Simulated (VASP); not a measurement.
# SnO (P4/nmm) in VASP: single point with PBE

Aim: the single point of SnO with PBE.

Program: VASP 6.6.1. These are calculated values, not measurements. Logs are shortened: lines on timing, memory, paths and dates and some standing lists are left out, and cuts for length are marked.

## (1) The cell of the first run

The structure is tetragonal, space group P4/nmm (No. 129). The conventional cell has a = 3.799 Å, b = 3.799 Å, c = 4.841 Å, α = 90.00°, β = 90.00°, γ = 90.00°. Sn (site symmetry 4mm) has 4 O at 2.22 Å within 2.9 Å. Within 2.9 Å of O (site symmetry -4m2) lie 4 Sn at 2.22 Å and 4 O at 2.69 Å.

## (2) Single point, PBE

File INCAR:

```
ALGO = Normal
EDIFF = 1E-6
ENCUT = 600
GGA = PE
GGA_COMPAT = False
ISIF = 2
ISMEAR = 0
LASPH = True
LCHARG = False
LREAL = Auto
LWAVE = False
NBANDS = 358
NELM = 120
PREC = Accurate
SIGMA = 0.05
```

File KPOINTS:

```
k-points
0
Gamma
  1 1 1
```

File POSCAR:

```
SnO
1.0
   -7.5972000000     -7.5972000000      0.0000000000
    7.5972000000     -7.5972000000      0.0000000000
    0.0000000000      7.5972000000      9.6816000000
Sn O
32 32
Direct
    0.9342250000      0.1842250000      0.6184500000
    0.9342250000      0.1842250000      0.1184500000
    0.6842250000      0.4342250000      0.6184500000
    0.9342250000      0.6842250000      0.1184500000
    0.4342250000      0.1842250000      0.6184500000
    0.6842250000      0.4342250000      0.1184500000
    0.9342250000      0.6842250000      0.6184500000
    0.4342250000      0.1842250000      0.1184500000
    0.6842250000      0.9342250000      0.1184500000
    0.1842250000      0.4342250000      0.6184500000
    0.4342250000      0.6842250000      0.1184500000
    0.6842250000      0.9342250000      0.6184500000
    0.1842250000      0.4342250000      0.1184500000
    0.4342250000      0.6842250000      0.6184500000
    0.1842250000      0.9342250000      0.1184500000
    0.1842250000      0.9342250000      0.6184500000
    0.8157750000      0.3157750000      0.3815500000
    0.5657750000      0.0657750000      0.3815500000
    0.8157750000      0.3157750000      0.8815500000
    0.5657750000      0.0657750000      0.8815500000
    0.8157750000      0.8157750000      0.8815500000
    0.3157750000      0.3157750000      0.3815500000
    0.5657750000      0.5657750000      0.8815500000
    0.8157750000      0.8157750000      0.3815500000
    0.0657750000      0.0657750000      0.3815500000
    0.3157750000      0.3157750000      0.8815500000
    0.5657750000      0.5657750000      0.3815500000
    0.0657750000      0.0657750000      0.8815500000
    0.3157750000      0.8157750000      0.8815500000
    0.0657750000      0.5657750000      0.8815500000
    0.3157750000      0.8157750000      0.3815500000
    0.0657750000      0.5657750000      0.3815500000
    0.0000000000      0.0000000000      0.0000000000
    0.0000000000      0.0000000000      0.5000000000
    0.0000000000      0.5000000000      0.5000000000
    0.5000000000      0.0000000000      0.0000000000
    0.7500000000      0.2500000000      0.5000000000
    0.0000000000      0.5000000000      0.0000000000
    0.5000000000      0.0000000000      0.5000000000
    0.7500000000      0.2500000000      0.0000000000
    0.5000000000      0.5000000000      0.5000000000
    0.7500000000      0.7500000000      0.0000000000
    0.2500000000      0.2500000000      0.5000000000
    0.5000000000      0.5000000000      0.0000000000
    0.7500000000      0.7500000000      0.5000000000
    0.2500000000      0.2500000000      0.0000000000
    0.2500000000      0.7500000000      0.0000000000
    0.2500000000      0.7500000000      0.5000000000
    0.7500000000      0.0000000000      0.0000000000
    0.0000000000      0.2500000000      0.5000000000
    0.7500000000      0.0000000000      0.5000000000
    0.0000000000      0.2500000000      0.0000000000
    0.7500000000      0.5000000000      0.5000000000
    0.0000000000      0.7500000000      0.0000000000
    0.2500000000      0.0000000000      0.0000000000
    0.5000000000      0.2500000000      0.5000000000
    0.7500000000      0.5000000000      0.0000000000
    0.0000000000      0.7500000000      0.5000000000
    0.2500000000      0.0000000000      0.5000000000
    0.5000000000      0.2500000000      0.0000000000
    0.2500000000      0.5000000000      0.5000000000
    0.5000000000      0.7500000000      0.0000000000
    0.2500000000      0.5000000000      0.0000000000
    0.5000000000      0.7500000000      0.5000000000
```

Potentials or basis: VASP PAW PBE potentials, release 64 (Sn_d, O).

Launch:

```
$ cat potpaw_PBE.64/Sn_d/POTCAR potpaw_PBE.64/O/POTCAR > POTCAR
$ mpirun -np 1 vasp_gam > vasp.out
```

OUTCAR:

```text
EDIFF = 1E-6
   ENCUT = 600
   GGA = PE
   ISIF = 2
   ISMEAR = 0
   LASPH = True
   LREAL = Auto
   NELM = 120
   PREC = Accurate

 ion  position               nearest neighbor table
   1  0.934  0.184  0.618-  51 2.22  37 2.22  34 2.22  50 2.22  18 3.53  24 3.53  17 3.53  25 3.53
                            19 3.70  28 3.70  26 3.70  30 3.70
   2  0.934  0.184  0.118-  49 2.22  40 2.22  33 2.22  52 2.22  20 3.53  21 3.53  19 3.53  28 3.53
                            25 3.70  17 3.70  22 3.70  32 3.70
   3  0.684  0.434  0.618-  56 2.22  41 2.22  37 2.22  53 2.22  18 3.53  22 3.53  17 3.53  27 3.53
                            23 3.70  19 3.70  21 3.70  30 3.70
   4  0.934  0.684  0.118-  57 2.22  42 2.22  38 2.22  54 2.22  19 3.53  23 3.53  21 3.53  30 3.53
                            24 3.70  32 3.70  31 3.70  25 3.70
   5  0.434  0.184  0.618-  59 2.22  43 2.22  39 2.22  56 2.22  25 3.53  31 3.53  18 3.53  22 3.53
                            26 3.70  20 3.70  23 3.70  19 3.70
   6  0.684  0.434  0.118-  60 2.22  44 2.22  40 2.22  57 2.22  20 3.53  26 3.53  23 3.53  19 3.53
                            17 3.70  27 3.70  24 3.70  32 3.70
   7  0.934  0.684  0.618-  53 2.22  45 2.22  35 2.22  58 2.22  17 3.53  27 3.53  24 3.53  32 3.53
                            30 3.70  21 3.70  28 3.70  29 3.70
   8  0.434  0.184  0.118-  55 2.22  46 2.22  36 2.22  60 2.22  28 3.53  29 3.53  20 3.53  26 3.53
                            22 3.70  18 3.70  17 3.70  27 3.70
   9  0.684  0.934  0.118-  62 2.22  42 2.22  36 2.22  49 2.22  23 3.53  29 3.53  20 3.53  21 3.53
[... 77 lines left out ...]
  63  0.250  0.500  0.000-  11 2.22  26 2.22  30 2.22  13 2.22
  64  0.500  0.750  0.500-  12 2.22  27 2.22  31 2.22  14 2.22

  LATTYP: Found a body centered tetragonal cell.
 ALAT       =    10.7440632761
 C/A-ratio  =     1.8022231908

  Lattice vectors:

 A1 = (  -7.5972000000,   0.0000000000,  -9.6816000000)
 A2 = (   7.5972000000,   0.0000000000,  -9.6816000000)
 A3 = (   0.0000000000,  -7.5972000000,   9.6816000000)

Analysis of symmetry for initial positions (statically):
=====================================================================
 Subroutine PRICEL returns following result:

  LATTYP: Found a simple tetragonal cell.
 ALAT       =     3.7986000000
 C/A-ratio  =     1.2743642395

  Lattice vectors:

 A1 = (  -3.7986000000,   0.0000000000,   0.0000000000)
 A2 = (   0.0000000000,  -3.7986000000,   0.0000000000)
 A3 = (   0.0000000000,   0.0000000000,   4.8408000000)

  16 primitive cells build up your supercell.

 Routine SETGRP: Setting up the symmetry group for a
 body centered tetragonal supercell.

 Subroutine GETGRP returns: Found 16 space group operations
 (whereof  8 operations were pure point group operations)
 out of a pool of 16 trial point group operations.

The static configuration has the point symmetry D_2d.
 The point group associated with its full space group is D_4h.

Analysis of symmetry for dynamics (positions and initial velocities):
=====================================================================
 Subroutine PRICEL returns following result:

  LATTYP: Found a simple tetragonal cell.
 ALAT       =     3.7986000000
 C/A-ratio  =     1.2743642395

  Lattice vectors:

 A1 = (  -3.7986000000,   0.0000000000,   0.0000000000)
 A2 = (   0.0000000000,  -3.7986000000,   0.0000000000)
 A3 = (   0.0000000000,   0.0000000000,   4.8408000000)

  16 primitive cells build up your supercell.

 Routine SETGRP: Setting up the symmetry group for a
 body centered tetragonal supercell.

 Subroutine GETGRP returns: Found 16 space group operations
 (whereof  8 operations were pure point group operations)
 out of a pool of 16 trial point group operations.

The dynamic configuration has the point symmetry D_2d.
 The point group associated with its full space group is D_4h.

 Subroutine INISYM returns: Found 16 space group operations
 (whereof  8 operations are pure point group operations),
 and found    16 'primitive' translations

----------------------------------------------------------------------------------------
[... 27 lines left out ...]

 KPOINTS: k-points

Automatic generation of k-mesh.
 Grid dimensions read from file:
 generate k-points for:    1    1    1

 Generating k-lattice:

  Cartesian coordinates                     Fractional coordinates (reciprocal lattice)
    -0.065813721 -0.065813721  0.051644356     1.000000000  0.000000000  0.000000000
     0.065813721 -0.065813721  0.051644356     0.000000000  1.000000000  0.000000000
     0.000000000  0.000000000  0.103288713     0.000000000  0.000000000  1.000000000

  Length of vectors
     0.106442619  0.106442619  0.103288713

  Shift w.r.t. Gamma in fractional coordinates (k-lattice)
     0.000000000  0.000000000  0.000000000

 Subroutine IBZKPT returns following result:
 ===========================================

 Found      1 irreducible k-points:

 Following reciprocal coordinates:
            Coordinates               Weight
  0.000000  0.000000  0.000000      1.000000
   k-points           NKPTS =      1   k-points in BZ     NKDIM =      1   number of bands    NBANDS=    358
   number of dos      NEDOS =    301   number of ions     NIONS =     64
   total plane-waves  NPLWV = 793800
   dimension x,y,z NGX =    90 NGY =   90 NGZ =   98
   dimension x,y,z NGXF=   180 NGYF=  180 NGZF=  196
   ions per type =              32  32
   NGX,Y,Z   is equivalent  to a cutoff of  13.93, 13.93, 13.24 a.u.
   NGXF,Y,Z  is equivalent  to a cutoff of  27.85, 27.85, 26.48 a.u.
 SYSTEM =  unknown system
   PREC   = accura    normal or accurate (medium, high low for compatibility)
   ISTART =      0    job   : 0-new  1-cont  2-samecut
   ICHARG =      2    charge: 1-file 2-atom 10-const
   ISPIN  =      1    spin polarized calculation?
   LNONCOLLINEAR =      F non collinear calculations
   LSORBIT =      F    spin-orbit coupling
   LASPH  =      T    aspherical Exc in radial PAW
   ENCUT  =  600.0 eV  44.10 Ry    6.64 a.u.  21.46 21.46 24.58*2*pi/ulx,y,z
   NELM   =    120;   NELMIN=  2; NELMDL= -5     # of ELM steps
   EDIFF  = 0.1E-05   stopping-criterion for ELM
   LREAL  =      T    real-space projection
   EDIFFG = 0.1E-04   stopping-criterion for IOM
   NSW    =      0    number of steps for IOM
   IBRION =     -1    ionic relax: 0-MD 1-quasi-New 2-CG
   NFREE  =      0    steps in history (QN), initial steepest desc. (CG)
   ISIF   =      2    stress and relaxation
   ISYM   =      2    0-nonsym 1-usesym 2-fastsym
   POTIM  = 0.5000    time-step for ionic-motion
   TEBEG  =    0.0;   TEEND  =   0.0 temperature during run
   PSTRESS=    0.0 pullay stress
   NELECT =     640.0000    total number of electrons
   NUPDOWN=      -1.0000    fix difference up-down
   EMIN   =  10.00;   EMAX   =-10.00  energy-range for DOS
   EFERMI =   0.00;   METHOD = LEGACY
   ISMEAR =     0;   SIGMA  =   0.05  broadening in eV -4-tet -1-fermi 0-gaus
   EFERMI_NEDOS =   21; number of points for ismear=-14 and -15
   IALGO  =     38    algorithm
   IMIX   =      4    mixing-type and parameters
     AMIX     =   0.40;   BMIX     =  1.00
     AMIX_MAG =   1.60;   BMIX_MAG =  1.00
  volume/ion in A,a.u.               =      17.46       117.84
  Fermi-wavevector in a.u.,A,eV,Ry     =   1.359482  2.569048 25.146163  1.848191
  Thomas-Fermi vector in A             =   2.486226
   LORBIT       =      0    0 simple, 1 ext, 2 COOP (PROOUT), +10 PAW based schemes
   GGA     = PE    functional components
   LHFCALC =     F    Hartree Fock is set to
   AEXX    =    0.0000 exact exchange contribution
   IVDW    =     0    specifies the selected vdW correction
   LEPSILON=     F    determine dielectric tensor
   LRPA    =     F    only Hartree local field effects (RPA)
 non-spin polarized calculation
 Gauss-broadening in eV      SIGMA  =   0.05
  energy-cutoff  :      600.00
  volume of cell :     1117.59
 maximum number of plane-waves:     18650
 NGX is ok and might be reduce to    90
   NGX = 43   NGY = 43   NGZ = 49

 number of electron     639.9999850 magnetization

 Free energy of the ion-electron system (eV)
  ---------------------------------------------------
  ext. energy  EPLUGINS =         0.00000000
  ---------------------------------------------------
  free energy    TOTEN  =      -362.03379416 eV

  energy without entropy =     -361.99058668  energy(sigma->0) =     -362.01219042

 E-fermi :   7.2785     XC(G=0): -10.2667

 val. band max:        7.2475256679   @ k =   0.0000   0.0000   0.0000
 cond. band min:       7.3247045158   @ k =   0.0000   0.0000   0.0000
 fundamental gap:      0.0771788479
 Fermi energy:         7.2784661223

 k-point     1 :       0.0000    0.0000    0.0000
  band No.  band energies     occupation
      1     -14.8234      2.00000
      2     -14.8068      2.00000
      3     -14.7740      2.00000
      4     -14.7740      2.00000
      5     -14.7740      2.00000
      6     -14.7740      2.00000
[... 324 lines left out ...]
    331       9.5076      0.00000
    332       9.5076      0.00000
 [bands above 332 left out]

------------------------ aborting loop because EDIFF is reached ----------------------------------------

  FORCE on cell =-STRESS in cart. coord.  units (eV):
  Direction    XX          YY          ZZ          XY          YZ          ZX
  --------------------------------------------------------------------------------------
  -------------------------------------------------------------------------------------
  Total       39.8008040     39.8008040     24.7863660      0.0000000      0.0000000      0.0000000
  in kB       57.0582145     57.0582145     35.5335984      0.0000000      0.0000000      0.0000000
  external PRESSURE =      49.8833424 kB  Pullay stress =       0.0000000 kB

 VOLUME and BASIS-vectors are now :
 -----------------------------------------------------------------------------
  energy-cutoff  :      600.00
  volume of cell :     1117.59
      direct lattice vectors                 reciprocal lattice vectors
    -7.597200000 -7.597200000  0.000000000    -0.065813721 -0.065813721  0.051644356
     7.597200000 -7.597200000  0.000000000     0.065813721 -0.065813721  0.051644356
     0.000000000  7.597200000  9.681600000     0.000000000  0.000000000  0.103288713

 POSITION                                       TOTAL-FORCE (eV/Angst)
 -----------------------------------------------------------------------------------
     -5.69790     -3.79860      5.98759        -0.000000      0.000000      0.582656
     -5.69790     -7.59720      1.14679        -0.000000      0.000000      0.582656
     -1.89930     -3.79860      5.98759        -0.000000      0.000000      0.582656
     -1.89930    -11.39580      1.14679        -0.000000      0.000000      0.582656
     -1.89930      0.00000      5.98759        -0.000000      0.000000      0.582656
     -1.89930     -7.59720      1.14679        -0.000000      0.000000      0.582656
[... 56 lines left out ...]
      1.89930     -5.69790      0.00000        -0.000000      0.000000     -0.000000
      1.89930     -5.69790      4.84080         0.000000      0.000000     -0.000000
 -----------------------------------------------------------------------------------
    total drift:                                0.000000      0.000000      0.000000

  FREE ENERGIE OF THE ION-ELECTRON SYSTEM (eV)
  ---------------------------------------------------
  free  energy   TOTEN  =      -362.0337941642 eV

  energy  without entropy=     -361.9905866751  energy(sigma->0) =     -362.01219042
```

Run time: 36 min. Hardware: 1 thread of Intel Xeon 8259CL, shared host; peak memory 1.4 GiB.

Results:

* Free energy: -362.0338 eV
* Pressure: 5.0 GPa
* Largest force: 0.583 eV/Å

Forces on the atoms (eV/Å):
```
Sn   0.000  0.000  0.583
Sn   0.000  0.000  0.583
Sn   0.000  0.000  0.583
Sn   0.000  0.000  0.583
Sn   0.000  0.000  0.583
Sn   0.000  0.000  0.583
Sn   0.000  0.000  0.583
Sn   0.000  0.000  0.583
Sn   0.000  0.000  0.583
Sn   0.000  0.000  0.583
Sn   0.000  0.000  0.583
Sn   0.000  0.000  0.583
Sn   0.000  0.000  0.583
Sn   0.000  0.000  0.583
Sn   0.000  0.000  0.583
Sn   0.000  0.000  0.583
Sn   0.000  0.000 -0.583
Sn   0.000  0.000 -0.583
Sn   0.000  0.000 -0.583
Sn   0.000  0.000 -0.583
Sn   0.000  0.000 -0.583
Sn   0.000  0.000 -0.583
Sn   0.000  0.000 -0.583
Sn   0.000  0.000 -0.583
Sn   0.000  0.000 -0.583
Sn   0.000  0.000 -0.583
Sn   0.000  0.000 -0.583
Sn   0.000  0.000 -0.583
Sn   0.000  0.000 -0.583
Sn   0.000  0.000 -0.583
Sn   0.000  0.000 -0.583
Sn   0.000  0.000 -0.583
O    0.000  0.000  0.000
O    0.000  0.000  0.000
O    0.000  0.000  0.000
O    0.000  0.000  0.000
O    0.000  0.000  0.000
O    0.000  0.000  0.000
O    0.000  0.000  0.000
O    0.000  0.000  0.000
O    0.000  0.000  0.000
O    0.000  0.000  0.000
O    0.000  0.000  0.000
O    0.000  0.000  0.000
O    0.000  0.000  0.000
O    0.000  0.000  0.000
O    0.000  0.000  0.000
O    0.000  0.000  0.000
O    0.000  0.000  0.000
O    0.000  0.000  0.000
O    0.000  0.000  0.000
O    0.000  0.000  0.000
O    0.000  0.000  0.000
O    0.000  0.000  0.000
O    0.000  0.000  0.000
O    0.000  0.000  0.000
O    0.000  0.000  0.000
O    0.000  0.000  0.000
O    0.000  0.000  0.000
O    0.000  0.000  0.000
O    0.000  0.000  0.000
O    0.000  0.000  0.000
O    0.000  0.000  0.000
O    0.000  0.000  0.000
```

Levels at points of the mesh, in eV from the Fermi level:
```
           k point  band 316  band 317  band 318  band 319  band 320  band 321  band 322  band 323  band 324  band 325
(0.00, 0.00, 0.00)     -1.19     -1.19     -1.19     -1.19     -0.03      0.05      0.05      1.64      2.06      2.23
```

Caveat: the k points lie up to 0.67 Å⁻¹ apart; spin-orbit coupling is left out, which moves the levels of the heavy elements.
